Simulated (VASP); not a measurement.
# W in VASP: notebook

W is run at these levels: LDA; tasks: single point.

All numbers are computed with VASP 6.6.1; they aren't measurements. Logs are shortened: lines on timing, memory, paths and dates and some standing lists are left out, and cuts for length are marked.

## Step 1: The cell of the first run

The structure is monoclinic, space group C2/m (No. 12). The conventional cell has a = 3.973 Å, b = 3.973 Å, c = 3.973 Å, α = 90.00°, β = 90.00°, γ = 90.00°. Within 3.5 Å of W (site symmetry m) lie 12 W at 2.62 to 3.00 Å.

## Step 2: Single point, LDA (atoms displaced along a vibrational mode)

The input, INCAR:

```
PREC     = Accurate       # precision mode
ENCUT    = 520            # plane-wave cutoff, eV
EDIFF    = 1E-6           # SCF threshold, eV
ISMEAR   = 0              # smearing method
SIGMA    = 0.15           # smearing width, eV
LREAL    = False          # projectors in reciprocal space
LASPH    = True           # aspherical terms in the spheres
NELM     = 100            # most SCF steps
ALGO     = Fast           # electronic algorithm
ISIF     = 2              # what is computed and relaxed
LWAVE    = False          # write WAVECAR
LCHARG   = True           # write CHGCAR
GGA      = CA             # functional
LELF     = True           # ELF
LVHAR    = True         
NBANDS   = 21             # bands
```

The input, KPOINTS:

```
Automatic mesh
0
Gamma
  16 16 12
```

The input, POSCAR:

```
W
1.0
    0.0000000000     -1.9862702900     -1.9862702900
    0.0000000000      1.9862702900     -1.9862702900
    3.9725405800      0.0000000000      0.0000000000
W
2
Direct
    0.5305094429      0.4694905571      0.4965764982
   -0.0305094429      0.0305094429      0.0034235018
```

Potentials or basis: VASP PAW LDA potentials, release 64 (W_sv).

Run with:

```console
$ cat potpaw_LDA.64/W_sv/POTCAR > POTCAR
$ mpirun -np 1 vasp_std > vasp.out
```

OUTCAR:

```text
PREC = Accurate
   ENCUT = 520
   EDIFF = 1E-6
   ISMEAR = 0
   LREAL = False
   LASPH = True
   NELM = 100
   ISIF = 2
   GGA = CA

 ion  position               nearest neighbor table
   1  0.531  0.469  0.497-   2 2.62   2 2.66   2 2.80   2 2.80   2 2.84   2 2.84   2 2.97   2 3.00

   2  0.969  0.031  0.003-   1 2.62   1 2.66   1 2.80   1 2.80   1 2.84   1 2.84   1 2.97   1 3.00

  LATTYP: Found a simple tetragonal cell.
 ALAT       =     2.8090103827
 C/A-ratio  =     1.4142135624

  Lattice vectors:

 A1 = (   0.0000000000,  -1.9862702900,  -1.9862702900)
 A2 = (   0.0000000000,   1.9862702900,  -1.9862702900)
 A3 = (   3.9725405800,   0.0000000000,   0.0000000000)

Analysis of symmetry for initial positions (statically):
=====================================================================
 Subroutine PRICEL returns:
 Original cell was already a primitive cell.

 Routine SETGRP: Setting up the symmetry group for a
 simple tetragonal supercell.

 Subroutine GETGRP returns: Found  4 space group operations
 (whereof  2 operations were pure point group operations)
 out of a pool of 16 trial point group operations.

The static configuration has the point symmetry C_1h.
 The point group associated with its full space group is C_2h.

Analysis of symmetry for dynamics (positions and initial velocities):
=====================================================================
 Subroutine PRICEL returns:
 Original cell was already a primitive cell.

 Routine SETGRP: Setting up the symmetry group for a
 simple tetragonal supercell.

 Subroutine GETGRP returns: Found  4 space group operations
 (whereof  2 operations were pure point group operations)
 out of a pool of 16 trial point group operations.

The dynamic configuration has the point symmetry C_1h.
 The point group associated with its full space group is C_2h.

 Subroutine INISYM returns: Found  4 space group operations
 (whereof  2 operations are pure point group operations),
 and found     1 'primitive' translations

----------------------------------------------------------------------------------------

                                     Primitive cell

  volume of cell :      31.3455

  direct lattice vectors                    reciprocal lattice vectors
     0.000000000 -1.986270290 -1.986270290     0.000000000 -0.251728077 -0.251728077
     0.000000000  1.986270290 -1.986270290     0.000000000  0.251728077 -0.251728077
     3.972540580  0.000000000  0.000000000     0.251728077  0.000000000  0.000000000

  length of vectors
     2.809010383  2.809010383  3.972540580     0.355997260  0.355997260  0.251728077

  position of ions in fractional coordinates (direct lattice)
     0.530509443  0.469490557  0.496576498
     0.969490557  0.030509443  0.003423502

  ion indices of the primitive-cell ions
   primitive index   ion index
                 1           1
                 2           2

----------------------------------------------------------------------------------------

 KPOINTS: Automatic mesh

Automatic generation of k-mesh.
 Grid dimensions read from file:
 generate k-points for:   16   16   12

 Generating k-lattice:

  Cartesian coordinates                     Fractional coordinates (reciprocal lattice)
     0.000000000 -0.015733005 -0.015733005     0.062500000  0.000000000  0.000000000
     0.000000000  0.015733005 -0.015733005     0.000000000  0.062500000  0.000000000
     0.020977340  0.000000000  0.000000000     0.000000000  0.000000000  0.083333333

  Length of vectors
     0.022249829  0.022249829  0.020977340

  Shift w.r.t. Gamma in fractional coordinates (k-lattice)
     0.000000000  0.000000000  0.000000000

 Subroutine IBZKPT returns following result:
 ===========================================

 Found    826 irreducible k-points:

 Following reciprocal coordinates:
            Coordinates               Weight
  0.000000  0.000000  0.000000      1.000000
  0.062500  0.000000  0.000000      4.000000
  0.125000  0.000000  0.000000      4.000000
  0.187500  0.000000  0.000000      4.000000
  0.250000  0.000000  0.000000      4.000000
  0.312500  0.000000  0.000000      4.000000
[... 16 lines left out ...]
 -0.062500  0.437500  0.000000      4.000000
  0.500000  0.062500  0.000000      4.000000
 [... further k-points ...]
   k-points           NKPTS =    826   k-points in BZ     NKDIM =    826   number of bands    NBANDS=     21
   number of dos      NEDOS =    301   number of ions     NIONS =      2
   total plane-waves  NPLWV =  17280
   dimension x,y,z NGX =    24 NGY =   24 NGZ =   30
   dimension x,y,z NGXF=    48 NGYF=   48 NGZF=   60
   ions per type =               2
   NGX,Y,Z   is equivalent  to a cutoff of  14.20, 14.20, 12.55 a.u.
   NGXF,Y,Z  is equivalent  to a cutoff of  28.41, 28.41, 25.11 a.u.
 SYSTEM =  unknown system
   PREC   = accura    normal or accurate (medium, high low for compatibility)
   ISTART =      0    job   : 0-new  1-cont  2-samecut
   ICHARG =      2    charge: 1-file 2-atom 10-const
   ISPIN  =      1    spin polarized calculation?
   LNONCOLLINEAR =      F non collinear calculations
   LSORBIT =      F    spin-orbit coupling
   LASPH  =      T    aspherical Exc in radial PAW
   ENCUT  =  520.0 eV  38.22 Ry    6.18 a.u.   5.22  5.22  7.39*2*pi/ulx,y,z
   NELM   =    100;   NELMIN=  2; NELMDL= -5     # of ELM steps
   EDIFF  = 0.1E-05   stopping-criterion for ELM
   LREAL  =      F    real-space projection
   EDIFFG = 0.1E-04   stopping-criterion for IOM
   NSW    =      0    number of steps for IOM
   IBRION =     -1    ionic relax: 0-MD 1-quasi-New 2-CG
   NFREE  =      0    steps in history (QN), initial steepest desc. (CG)
   ISIF   =      2    stress and relaxation
   ISYM   =      2    0-nonsym 1-usesym 2-fastsym
   POTIM  = 0.5000    time-step for ionic-motion
   TEBEG  =    0.0;   TEEND  =   0.0 temperature during run
   PSTRESS=    0.0 pullay stress
   NELECT =      28.0000    total number of electrons
   NUPDOWN=      -1.0000    fix difference up-down
   EMIN   =  10.00;   EMAX   =-10.00  energy-range for DOS
   EFERMI =   0.00;   METHOD = LEGACY
   ISMEAR =     0;   SIGMA  =   0.15  broadening in eV -4-tet -1-fermi 0-gaus
   EFERMI_NEDOS =   21; number of points for ismear=-14 and -15
   IALGO  =     68    algorithm
   IMIX   =      4    mixing-type and parameters
     AMIX     =   0.40;   BMIX     =  1.00
     AMIX_MAG =   1.60;   BMIX_MAG =  1.00
  volume/ion in A,a.u.               =      15.67       105.76
  Fermi-wavevector in a.u.,A,eV,Ry     =   1.576652  2.979440 33.821789  2.485831
  Thomas-Fermi vector in A             =   2.677453
   LORBIT       =      0    0 simple, 1 ext, 2 COOP (PROOUT), +10 PAW based schemes
   GGA     = CA    functional components
   LHFCALC =     F    Hartree Fock is set to
   AEXX    =    0.0000 exact exchange contribution
   IVDW    =     0    specifies the selected vdW correction
   LEPSILON=     F    determine dielectric tensor
   LRPA    =     F    only Hartree local field effects (RPA)
 non-spin polarized calculation
 RMM-DIIS sequential band-by-band and
 Gauss-broadening in eV      SIGMA  =   0.15
  energy-cutoff  :      520.00
  volume of cell :       31.35
 maximum number of plane-waves:       888
 NGX is ok and might be reduce to    24
   NGX = 11   NGY = 11   NGZ = 15

 number of electron      27.9999996 magnetization

 Free energy of the ion-electron system (eV)
  ---------------------------------------------------
  ext. energy  EPLUGINS =         0.00000000
  ---------------------------------------------------
  free energy    TOTEN  =       -27.11888929 eV

  energy without entropy =      -27.09428631  energy(sigma->0) =      -27.10658780

 E-fermi :  11.0294     XC(G=0): -13.8649

 val. band max:       11.0280736838   @ k =   0.0625  -0.4375   0.3333
 cond. band min:      11.0324189514   @ k =   0.1875  -0.4375   0.4167
 fundamental gap:      0.0043452675
 Fermi energy:        11.0294322527

 k-point     1 :       0.0000    0.0000    0.0000
  band No.  band energies     occupation
      1     -62.1070      2.00000
      2     -61.9053      2.00000
      3     -27.2482      2.00000
      4     -26.4286      2.00000
      5     -26.3980      2.00000
      6     -25.9590      2.00000
[... 13 lines left out ...]
     20      17.1902      0.00000
     21      23.5926      0.00000

 k-point     2 :       0.0625    0.0000    0.0000
  band No.  band energies     occupation
      1     -62.1036      2.00000
      2     -61.9052      2.00000
      3     -27.2344      2.00000
      4     -26.4447      2.00000
      5     -26.4013      2.00000
      6     -25.9807      2.00000
[... 13 lines left out ...]
     20      17.6316      0.00000
     21      22.8033      0.00000

 k-point     3 :       0.1250    0.0000    0.0000
  band No.  band energies     occupation
      1     -62.0939      2.00000
      2     -61.9052      2.00000
      3     -27.1941      2.00000
      4     -26.5107      2.00000
      5     -26.3895      2.00000
      6     -26.0655      2.00000
[... 13 lines left out ...]
     20      18.8583      0.00000
     21      21.5466      0.00000

 k-point     4 :       0.1875    0.0000    0.0000
  band No.  band energies     occupation
      1     -62.0788      2.00000
      2     -61.9057      2.00000
      3     -27.1298      2.00000
      4     -26.6112      2.00000
      5     -26.3717      2.00000
      6     -26.1989      2.00000
[... 13 lines left out ...]
     20      20.3215      0.00000
     21      20.3605      0.00000

 k-point     5 :       0.2500    0.0000    0.0000
  band No.  band energies     occupation
      1     -62.0598      2.00000
      2     -61.9073      2.00000
      3     -27.0463      2.00000
      4     -26.7243      2.00000
      5     -26.4205      2.00000
      6     -26.2857      2.00000
[... 13 lines left out ...]
     20      19.3925      0.00000
     21      21.8959      0.00000
[... 382 lines left out ...]
     20      18.8621      0.00000
     21      23.7922      0.00000

 k-point    22 :       0.4375    0.0625    0.0000
  band No.  band energies     occupation
      1     -62.0020      2.00000
      2     -61.9199      2.00000
      3     -26.9482      2.00000
      4     -26.8663      2.00000
      5     -26.7448      2.00000
      6     -26.2238      2.00000
[... 13 lines left out ...]
     20      18.8009      0.00000
     21      23.4100      0.00000

 k-point    23 :      -0.0625    0.4375    0.0000
  band No.  band energies     occupation
      1     -62.0019      2.00000
      2     -61.9200      2.00000
      3     -26.9463      2.00000
      4     -26.8682      2.00000
      5     -26.7437      2.00000
      6     -26.2246      2.00000
[... 13 lines left out ...]
     20      18.8347      0.00000
     21      23.3499      0.00000

 k-point    24 :       0.5000    0.0625    0.0000
  band No.  band energies     occupation
      1     -61.9960      2.00000
      2     -61.9224      2.00000
      3     -26.9406      2.00000
      4     -26.9226      2.00000
      5     -26.7144      2.00000
      6     -26.2509      2.00000
[... 13 lines left out ...]
     20      18.7029      0.00000
     21      23.2522      0.00000

 [... further k-points ...]

------------------------ aborting loop because EDIFF is reached ----------------------------------------

  FORCE on cell =-STRESS in cart. coord.  units (eV):
  Direction    XX          YY          ZZ          XY          YZ          ZX
  --------------------------------------------------------------------------------------
  -------------------------------------------------------------------------------------
  Total        1.6084504      0.1496006      1.4497818     -0.2256625      0.0000000      0.0000000
  in kB       82.2135152      7.6466086     74.1034107    -11.5343969      0.0000000      0.0000000
  external PRESSURE =      54.6545115 kB  Pullay stress =       0.0000000 kB

 VOLUME and BASIS-vectors are now :
 -----------------------------------------------------------------------------
  energy-cutoff  :      520.00
  volume of cell :       31.35
      direct lattice vectors                 reciprocal lattice vectors
     0.000000000 -1.986270290 -1.986270290     0.000000000 -0.251728077 -0.251728077
     0.000000000  1.986270290 -1.986270290     0.000000000  0.251728077 -0.251728077
     3.972540580  0.000000000  0.000000000     0.251728077  0.000000000  0.000000000

 POSITION                                       TOTAL-FORCE (eV/Angst)
 -----------------------------------------------------------------------------------
      1.97267     -0.12120     -1.98627         0.387564      0.912678      0.000000
      0.01360     -1.86507     -1.98627        -0.387564     -0.912678      0.000000
 -----------------------------------------------------------------------------------
    total drift:                               -0.000000     -0.000000      0.000000

  FREE ENERGIE OF THE ION-ELECTRON SYSTEM (eV)
  ---------------------------------------------------
  free  energy   TOTEN  =       -27.1188892886 eV

  energy  without entropy=      -27.0942863132  energy(sigma->0) =      -27.10658780
```

Run time: 2.5 min. Hardware: 1 thread of Intel Xeon 6975P-C (Granite Rapids), shared host; peak memory 0.49 GiB.

What came out:

```
Free energy            : -27.1189 eV
Pressure               : 5.5 GPa
Largest force          : 0.992 eV/Å
Band gap on the k mesh : zero (bands 14 and 15 overlap by 3.88 eV)
```

Forces on the atoms (eV/Å):
```
W    0.388  0.913  0.000
W   -0.388 -0.913  0.000
```

Stress tensor (GPa, compression positive):
```
 8.22 -1.15  0.00
-1.15  0.76  0.00
 0.00  0.00  7.41
```

Caveat: the cell differs from its parent crystal (atoms displaced along a vibrational mode); the cell stands under pressure; spin-orbit coupling is left out, which moves the levels of the heavy elements.

(Continued in part 2 of 2.)
